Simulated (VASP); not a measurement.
Set up this calculation in VASP 6.6.1, as the native input.

* Task: relaxation of the atoms
* Functional: PBE
* Potentials or basis: VASP PAW PBE potentials, release 64 (Zr_sv, H)
* Cutoff: 520 eV
* k mesh: 3 × 2 × 3
* Occupations: gaussian, width 0.05 eV
* Spin: no spin polarisation
* Dipole correction: no
* Further INCAR settings: ALGO = Normal; EDIFF = 1e-06; IBRION = 2; EDIFFG = -0.03; NSW = 80

The structure of Zr12H (a cell with a defect) lies in POSCAR:

```
Zr12H
1.0
    6.4600000000      0.0000000000      0.0000000000
   -4.8450000000      8.3917860000      0.0000000000
    0.0000000000      0.0000000000      5.1453900000
Zr H
12 1
Direct
    0.0000000000      0.0000000000      0.0000000000
    0.1666667000      0.2222222000      0.5000000000
    0.0000000000      0.3333333000      0.0000000000
    0.1666667000      0.5555556000      0.5000000000
    0.0000000000      0.6666667000      0.0000000000
    0.1666667000      0.8888889000      0.5000000000
    0.5000000000      0.0000000000      0.0000000000
    0.6666667000      0.2222222000      0.5000000000
    0.5000000000      0.3333333000      0.0000000000
    0.6666667000      0.5555556000      0.5000000000
    0.5000000000      0.6666667000      0.0000000000
    0.6666667000      0.8888889000      0.5000000000
    0.8365635000      0.4503728000      0.7555612000
```

One way to write it, as run:

INCAR

```
SYSTEM = Zr12H
  PREC = Accurate
  ENCUT = 520
  EDIFF = 1E-6
  ISMEAR = 0
  SIGMA = 0.05
  LREAL = .FALSE.
  LASPH = .TRUE.
  NELM = 100
  ALGO = Normal
  ISIF = 2
  LWAVE = .FALSE.
  LCHARG = .FALSE.
  GGA = PE
  IBRION = 2
  NSW = 80
  EDIFFG = -0.03
  KPAR = 4
```

KPOINTS

```
regular mesh
0
G
  3 2 3
  0 0 0
```

Potentials or basis: VASP PAW PBE potentials, release 64 (Zr_sv, H).

The run is started by

```sh
$ cat potpaw_PBE.64/Zr_sv/POTCAR potpaw_PBE.64/H/POTCAR > POTCAR
$ mpirun -np 4 vasp_std > vasp.out
```

Results of the run:

```
Energy gained by relaxing    : 3.9 meV/atom
Ionic steps                  : 10
Pressure after relaxing      : 1.4 GPa
Largest force after relaxing : 0.023 eV/Å
Band gap on the k mesh       : zero (an odd number of electrons rules out a gap without spin polarisation)
```

Caveat: the k points lie up to 0.41 Å⁻¹ apart, too coarse for converged energies and pressures of a metal.

Run time: 6 min on 4 MPI ranks on Intel(R) Xeon(R) Platinum 8559C (Emerald Rapids) (shared host), peak memory 0.49 GiB a rank.
